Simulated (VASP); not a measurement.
# CuGe4 in VASP: a series of runs

Runs on CuGe4. Level: PBE+D3(BJ). Tasks: single point.

Program: VASP 6.6.1. These are calculated values, not measurements. Logs are shortened: lines on timing, memory, paths and dates and some standing lists are left out, and cuts for length are marked.

**1. The cell of the first run**

The cell holds a slab with vacuum, 5 atoms: a = 4.030 Å, b = 4.030 Å, c = 21.498 Å, α = 90.00°, β = 90.00°, γ = 120.00°.

**2. Single point, PBE+D3(BJ)**

File INCAR:

```
SYSTEM = CuGe4
  ALGO = Normal
  DIPOL = 0.5 0.5 0.335
  EDIFF = 1E-6
  ENCUT = 520
  GGA = PE
  IDIPOL = 3
  ISIF = 2
  ISMEAR = 0
  IVDW = 12
  LASPH = .TRUE.
  LCHARG = .FALSE.
  LDIPOL = .TRUE.
  LREAL = .FALSE.
  LWAVE = .FALSE.
  NBANDS = 42
  NELM = 80
  PREC = Accurate
  SIGMA = 0.1
```

File KPOINTS:

```
k-points
0
G
  9 9 1
  0 0 0
```

File POSCAR:

```
CuGe4
1.0
    4.0303587933      0.0000000000      0.0000000000
   -2.0151793967      3.4903931014      0.0000000000
    0.0000000000      0.0000000000     21.4984134729
Ge Cu
4 1
Direct
    0.3333333333      0.6666666667      0.1860602414
    0.0000000000      0.0000000000      0.2243278812
    0.0000000000      0.0000000000      0.3459155542
    0.6666666667      0.3333333333      0.3813496974
    0.6666666667      0.7777777778      0.5348493966
```

Potentials or basis: VASP PAW PBE potentials, release 64 (Ge_d, Cu).

Run with:

```
> cat potpaw_PBE.64/Ge_d/POTCAR potpaw_PBE.64/Cu/POTCAR > POTCAR
> mpirun -np 1 vasp_std > vasp.out
```

OUTCAR:

```text
SYSTEM = CuGe4
   EDIFF = 1E-6
   ENCUT = 520
   GGA = PE
   ISIF = 2
   ISMEAR = 0
   IVDW = 12
   LASPH = .TRUE.
   LREAL = .FALSE.
   NELM = 80
   PREC = Accurate
 IVDW          = 12

 ion  position               nearest neighbor table
   1  0.333  0.667  0.186-   2 2.47   2 2.47   2 2.47
   2  0.000  0.000  0.224-   1 2.47   1 2.47   1 2.47   3 2.61
   3  0.000  0.000  0.346-   4 2.45   4 2.45   4 2.45   2 2.61
   4  0.667  0.333  0.381-   3 2.45   3 2.45   3 2.45
   5  0.667  0.778  0.535-

  LATTYP: Found a hexagonal cell.
 ALAT       =     4.0303587933
 C/A-ratio  =     5.3341190141

  Lattice vectors:

 A1 = (   4.0303587933,   0.0000000000,   0.0000000000)
 A2 = (  -2.0151793967,   3.4903931014,   0.0000000000)
 A3 = (   0.0000000000,   0.0000000000,  21.4984134729)

Analysis of symmetry for initial positions (statically):
=====================================================================
 Subroutine PRICEL returns:
 Original cell was already a primitive cell.

 Routine SETGRP: Setting up the symmetry group for a
 hexagonal supercell.

 Subroutine GETGRP returns: Found  1 space group operations
 (whereof  1 operations were pure point group operations)
 out of a pool of 24 trial point group operations.

The static configuration has the point symmetry C_1 .

Analysis of symmetry for dynamics (positions and initial velocities):
=====================================================================
 Subroutine PRICEL returns:
 Original cell was already a primitive cell.

 Routine SETGRP: Setting up the symmetry group for a
 hexagonal supercell.

 Subroutine GETGRP returns: Found  1 space group operations
 (whereof  1 operations were pure point group operations)
 out of a pool of 24 trial point group operations.

The dynamic configuration has the point symmetry C_1 .

 Subroutine INISYM returns: Found  1 space group operations
 (whereof  1 operations are pure point group operations),
 and found     1 'primitive' translations

----------------------------------------------------------------------------------------

                                     Primitive cell

  volume of cell :     302.4297

  direct lattice vectors                    reciprocal lattice vectors
     4.030358793  0.000000000  0.000000000     0.248116868  0.143250340  0.000000000
    -2.015179397  3.490393101  0.000000000     0.000000000  0.286500681  0.000000000
     0.000000000  0.000000000 21.498413473     0.000000000  0.000000000  0.046515060

  length of vectors
     4.030358793  4.030358793 21.498413473     0.286500681  0.286500681  0.046515060

  position of ions in fractional coordinates (direct lattice)
     0.333333333  0.666666667  0.186060241
     0.000000000  0.000000000  0.224327881
     0.000000000  0.000000000  0.345915554
     0.666666667  0.333333333  0.381349697
     0.666666667  0.777777778  0.534849397

  ion indices of the primitive-cell ions
   primitive index   ion index
                 1           1
                 2           2
                 3           3
                 4           4
                 5           5

----------------------------------------------------------------------------------------

 KPOINTS: k-points

Automatic generation of k-mesh.
 Grid dimensions read from file:
 generate k-points for:    9    9    1

 Generating k-lattice:

  Cartesian coordinates                     Fractional coordinates (reciprocal lattice)
     0.027568541  0.015916704  0.000000000     0.111111111  0.000000000  0.000000000
     0.000000000  0.031833409  0.000000000     0.000000000  0.111111111  0.000000000
     0.000000000  0.000000000  0.046515060     0.000000000  0.000000000  1.000000000

  Length of vectors
     0.031833409  0.031833409  0.046515060

  Shift w.r.t. Gamma in fractional coordinates (k-lattice)
     0.000000000  0.000000000  0.000000000

 Subroutine IBZKPT returns following result:
 ===========================================

 Found     41 irreducible k-points:

 Following reciprocal coordinates:
            Coordinates               Weight
  0.000000  0.000000  0.000000      1.000000
  0.111111  0.000000  0.000000      2.000000
  0.000000  0.111111  0.000000      2.000000
 -0.111111  0.111111  0.000000      2.000000
  0.222222 -0.000000  0.000000      2.000000
  0.000000  0.222222  0.000000      2.000000
[... 16 lines left out ...]
  0.333333  0.111111  0.000000      2.000000
 -0.111111  0.444444  0.000000      2.000000
 [... further k-points ...]
   k-points           NKPTS =     41   k-points in BZ     NKDIM =     41   number of bands    NBANDS=     42
   number of dos      NEDOS =    301   number of ions     NIONS =      5
   total plane-waves  NPLWV = 144000
   dimension x,y,z NGX =    30 NGY =   30 NGZ =  160
   dimension x,y,z NGXF=    60 NGYF=   60 NGZF=  320
   ions per type =               4   1
   NGX,Y,Z   is equivalent  to a cutoff of  12.37, 12.37, 12.37 a.u.
   NGXF,Y,Z  is equivalent  to a cutoff of  24.75, 24.75, 24.75 a.u.
 SYSTEM =  CuGe4
   PREC   = accura    normal or accurate (medium, high low for compatibility)
   ISTART =      0    job   : 0-new  1-cont  2-samecut
   ICHARG =      2    charge: 1-file 2-atom 10-const
   ISPIN  =      1    spin polarized calculation?
   LNONCOLLINEAR =      F non collinear calculations
   LSORBIT =      F    spin-orbit coupling
   LASPH  =      T    aspherical Exc in radial PAW
   ENCUT  =  520.0 eV  38.22 Ry    6.18 a.u.   7.49  7.49 39.97*2*pi/ulx,y,z
   NELM   =     80;   NELMIN=  2; NELMDL= -5     # of ELM steps
   EDIFF  = 0.1E-05   stopping-criterion for ELM
   LREAL  =      F    real-space projection
   EDIFFG = 0.1E-04   stopping-criterion for IOM
   NSW    =      0    number of steps for IOM
   IBRION =     -1    ionic relax: 0-MD 1-quasi-New 2-CG
   NFREE  =      0    steps in history (QN), initial steepest desc. (CG)
   ISIF   =      2    stress and relaxation
   ISYM   =      2    0-nonsym 1-usesym 2-fastsym
   POTIM  = 0.5000    time-step for ionic-motion
   TEBEG  =    0.0;   TEEND  =   0.0 temperature during run
   PSTRESS=    0.0 pullay stress
   NELECT =      67.0000    total number of electrons
   NUPDOWN=      -1.0000    fix difference up-down
   EMIN   =  10.00;   EMAX   =-10.00  energy-range for DOS
   EFERMI =   0.00;   METHOD = LEGACY
   ISMEAR =     0;   SIGMA  =   0.10  broadening in eV -4-tet -1-fermi 0-gaus
   EFERMI_NEDOS =   21; number of points for ismear=-14 and -15
   IALGO  =     38    algorithm
   IMIX   =      4    mixing-type and parameters
     AMIX     =   0.40;   BMIX     =  1.00
     AMIX_MAG =   1.60;   BMIX_MAG =  1.00
  volume/ion in A,a.u.               =      60.49       408.18
  Fermi-wavevector in a.u.,A,eV,Ry     =   0.990585  1.871934 13.350826  0.981258
  Thomas-Fermi vector in A             =   2.122265
   LORBIT       =      0    0 simple, 1 ext, 2 COOP (PROOUT), +10 PAW based schemes
   GGA     = PE    functional components
   LHFCALC =     F    Hartree Fock is set to
   AEXX    =    0.0000 exact exchange contribution
   IVDW    =    12    specifies the selected vdW correction
   LEPSILON=     F    determine dielectric tensor
   LRPA    =     F    only Hartree local field effects (RPA)
 non-spin polarized calculation
 Gauss-broadening in eV      SIGMA  =   0.10
  energy-cutoff  :      520.00
  volume of cell :      302.43
 maximum number of plane-waves:      8193
 NGX is ok and might be reduce to    30
   NGX = 15   NGY = 15   NGZ = 79

 dipolmoment           0.000000      0.000000     -0.001669 electrons x Angstroem

 number of electron      67.0000019 magnetization

 dipolmoment           0.000000      0.000000      0.003205 electrons x Angstroem

 Free energy of the ion-electron system (eV)
  ---------------------------------------------------
  ext. energy  EPLUGINS =         0.00000000
  ---------------------------------------------------
  free energy    TOTEN  =       -17.65036272 eV

  energy without entropy =      -17.63786832  energy(sigma->0) =      -17.64411552

 E-fermi :  -1.3930     XC(G=0):  -4.6801

 val. band max:       -1.4018145928   @ k =   0.1111   0.3333   0.0000
 cond. band min:      -1.3593008545   @ k =  -0.1111   0.4444   0.0000
 fundamental gap:      0.0425137383
 Fermi energy:        -1.3930232786

 k-point     1 :       0.0000    0.0000    0.0000
  band No.  band energies     occupation
      1     -25.8241      2.00000
      2     -25.8239      2.00000
      3     -25.7952      2.00000
      4     -25.7701      2.00000
      5     -25.7691      2.00000
      6     -25.7314      2.00000
[... 34 lines left out ...]
     41       2.7792      0.00000
     42       2.7799      0.00000

 k-point     2 :       0.1111    0.0000    0.0000
  band No.  band energies     occupation
      1     -25.8298      2.00000
      2     -25.8269      2.00000
      3     -25.7968      2.00000
      4     -25.7648      2.00000
      5     -25.7635      2.00000
      6     -25.7324      2.00000
[... 34 lines left out ...]
     41       2.7571      0.00000
     42       3.2734      0.00000

 k-point     3 :       0.0000    0.1111    0.0000
  band No.  band energies     occupation
      1     -25.8299      2.00000
      2     -25.8269      2.00000
      3     -25.7969      2.00000
      4     -25.7648      2.00000
      5     -25.7635      2.00000
      6     -25.7321      2.00000
[... 34 lines left out ...]
     41       2.7535      0.00000
     42       3.2682      0.00000

 k-point     4 :      -0.1111    0.1111    0.0000
  band No.  band energies     occupation
      1     -25.8297      2.00000
      2     -25.8271      2.00000
      3     -25.7970      2.00000
      4     -25.7642      2.00000
      5     -25.7640      2.00000
      6     -25.7324      2.00000
[... 844 lines left out ...]
     41       3.5178      0.00000
     42       3.9089      0.00000

 k-point    23 :       0.3333    0.1111    0.0000
  band No.  band energies     occupation
      1     -25.8432      2.00000
      2     -25.8381      2.00000
      3     -25.8110      2.00000
      4     -25.7515      2.00000
      5     -25.7411      2.00000
      6     -25.7314      2.00000
[... 34 lines left out ...]
     41       3.8781      0.00000
     42       4.2644      0.00000

 k-point    24 :      -0.1111    0.4444    0.0000
  band No.  band energies     occupation
      1     -25.8432      2.00000
      2     -25.8381      2.00000
      3     -25.8113      2.00000
      4     -25.7513      2.00000
      5     -25.7408      2.00000
      6     -25.7312      2.00000
[... 34 lines left out ...]
     41       3.7097      0.00000
     42       4.3121      0.00000

 [... further k-points ...]

------------------------ aborting loop because EDIFF is reached ----------------------------------------

 vacuum level on the upper side and lower side of the slab       (xc-potential included)        -0.165        -0.143

 Edisp (eV)   -1.15959

 E8    (eV) :    -0.5333

  FORCE on cell =-STRESS in cart. coord.  units (eV):
  Direction    XX          YY          ZZ          XY          YZ          ZX
  --------------------------------------------------------------------------------------
  -------------------------------------------------------------------------------------
  Total      -2.08075    -2.32811    -1.88195     0.23710    -0.16683     0.10647
  in kB     -11.02315   -12.33358    -9.96997     1.25609    -0.88379     0.56406
  external pressure =      -11.11 kB  Pullay stress =        0.00 kB

 VOLUME and BASIS-vectors are now :
 -----------------------------------------------------------------------------
  energy-cutoff  :      520.00
  volume of cell :      302.43
      direct lattice vectors                 reciprocal lattice vectors
     4.030358793  0.000000000  0.000000000     0.248116868  0.143250340  0.000000000
    -2.015179397  3.490393101  0.000000000     0.000000000  0.286500681  0.000000000
     0.000000000  0.000000000 21.498413473     0.000000000  0.000000000  0.046515060

 POSITION                                       TOTAL-FORCE (eV/Angst)
 -----------------------------------------------------------------------------------
     -0.00000      2.32693      4.00000        -0.008307     -0.020368      0.157021
      0.00000      0.00000      4.82269         0.005478      0.018725     -0.093979
      0.00000      0.00000      7.43664         0.023309      0.007198     -0.071927
      2.01518      1.16346      8.19841        -0.052265      0.048358      0.472508
      1.11954      2.71475     11.49841         0.031784     -0.053913     -0.463623
 -----------------------------------------------------------------------------------
    total drift:                               -0.000794      0.001375     -0.004037

  FREE ENERGIE OF THE ION-ELECTRON SYSTEM (eV)
  ---------------------------------------------------
  free  energy   TOTEN  =       -18.8099489308 eV

  energy  without entropy=      -18.7974545223  energy(sigma->0) =      -18.80370173

 vacuum level on the upper side and lower side of the slab         3.116         3.134
```

Wall time 10 min (1 thread of Intel Xeon 6975P-C (Granite Rapids), shared host); peak memory 0.67 GiB.

What came out:

| Property | Result |
| --- | --- |
| Free energy | -18.8099 eV |
| Largest force | 0.478 eV/Å |
| Band gap on the k mesh | zero (an odd number of electrons rules out a gap without spin polarisation) |
| Dispersion energy per atom | -0.232 eV |

Forces in eV/Å, atoms in the order of the input:
```
Ge  -0.008 -0.020  0.157
Ge   0.005  0.019 -0.094
Ge   0.023  0.007 -0.072
Ge  -0.052  0.048  0.473
Cu   0.032 -0.054 -0.464
```

Caveat: an odd number of electrons without spin polarisation forces a metal; a magnetic or distorted state may lie lower.

**3. Single point, PBE+D3(BJ)**

Edit INCAR of step 2 so:

```diff
@@ -11,5 +11,8 @@
   LASPH = .TRUE.
-  LCHARG = .FALSE.
+  LCHARG = .TRUE.
   LDIPOL = .TRUE.
+  LELF = .TRUE.
   LREAL = .FALSE.
+  LVACPOTAV = .TRUE.
+  LVHAR = .TRUE.
   LWAVE = .FALSE.
```

KPOINTS is that of step 2.

Edit POSCAR of step 2 so:

```diff
@@ -12,2 +12,2 @@
     0.6666666667      0.3333333333      0.3813496974
-    0.6666666667      0.7777777778      0.5348493966
+    0.6666666667      1.0000000000      0.5348493966
```

Potentials or basis: VASP PAW PBE potentials, release 64 (Ge_d, Cu).

Run with:

```
> cat potpaw_PBE.64/Ge_d/POTCAR potpaw_PBE.64/Cu/POTCAR > POTCAR
> mpirun -np 1 vasp_std > vasp.out
```

Run time: 9.7 min. Hardware: 1 thread of Intel Xeon 6975P-C (Granite Rapids), shared host; peak memory 0.66 GiB.

Results (log left out):

```yaml
Free_energy: -18.8612 eV
Largest_force: 0.590 eV/Å
Band_gap_on_the_k_mesh: zero (an odd number of electrons rules out a gap without spin polarisation)
Dispersion_energy_per_atom: -0.232 eV
```

Forces on the atoms (eV/Å):
```
Ge  -0.026  0.018  0.153
Ge   0.024 -0.022 -0.079
Ge   0.008  0.018 -0.078
Ge   0.069 -0.148  0.566
Cu  -0.076  0.133 -0.562
```

Levels at points of the mesh, in eV from the Fermi level:
| k point | band 31 | band 32 | band 33 | band 34 | band 35 | band 36 |
| --- | --- | --- | --- | --- | --- | --- |
| (0.00, 0.00, 0.00) | -0.53 | -0.52 | 0.05 | 0.06 | 0.70 | 1.17 |

Caveat: an odd number of electrons without spin polarisation forces a metal; a magnetic or distorted state may lie lower.

The gap in the log of VASP goes by the Fermi energy; the results here count the filled bands.